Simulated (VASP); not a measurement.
KF: single point with PBE

The system is KF.

```
K F
1.0
     3.21767   -1.83223    0.00000
     3.21767    1.83223    0.00000
    -2.13698    0.00000    6.33899
K F
2 2
Cartesian
  1.6088 -0.9161 0.0000
  0.5403 0.9161 3.1695
  1.6149 -1.1602 4.7542
  2.6834 1.1602 1.5847
```

| Quantity | Value |
| --- | --- |
| Program | VASP 6.6.1 |
| Task | single point |
| Functional | PBE |
| Potentials or basis | VASP PAW PBE potentials, release 64 (K_sv, F) |
| Cutoff | 520 eV |
| k mesh | 6 × 6 × 4 |
| Occupations | gaussian, width 0.1 eV |
| Spin | no spin polarisation |

| Item | Value |
| --- | --- |
| Pressure | 3.2 GPa |
| Largest force | 0.557 eV/Å |
| Band gap on the k mesh | 6.17 eV, direct |

Forces in eV/Å, atoms in the order of the input:
```
K    0.000  0.000  0.000
K    0.000  0.000  0.000
F    0.000  0.557  0.000
F    0.000 -0.557  0.000
```

Stress tensor (GPa, compression positive):
```
2.93 0.00 1.22
0.00 3.76 0.00
1.22 0.00 2.78
```

Levels at points of the mesh, in eV from the valence-band top:
```tsv
k point	band 13	band 14	band 15	band 16	band 17	band 18	band 19	band 20
(0.00, 0.00, 0.00)	-0.33	-0.06	0.00	0.00	6.17	8.80	10.37	10.55
(0.50, 0.00, 0.00)	-0.31	-0.28	-0.26	-0.17	8.72	9.28	10.00	10.20
(0.50, 0.50, 0.00)	-0.39	-0.27	-0.06	-0.04	8.29	9.02	10.14	10.68
(0.00, 0.00, 0.50)	-0.24	-0.24	-0.12	-0.12	7.54	7.54	10.03	10.03
(0.50, 0.00, 0.50)	-0.41	-0.22	-0.12	-0.05	8.15	9.13	10.37	10.75
(0.50, 0.50, 0.50)	-0.31	-0.31	-0.20	-0.20	9.00	9.00	10.05	10.05
```

It took 64 s on 1 thread of AMD EPYC 9R45 96-Core Processor (Zen 5) (shared host), peak memory 0.19 GiB.

A k mesh can miss the band edges.
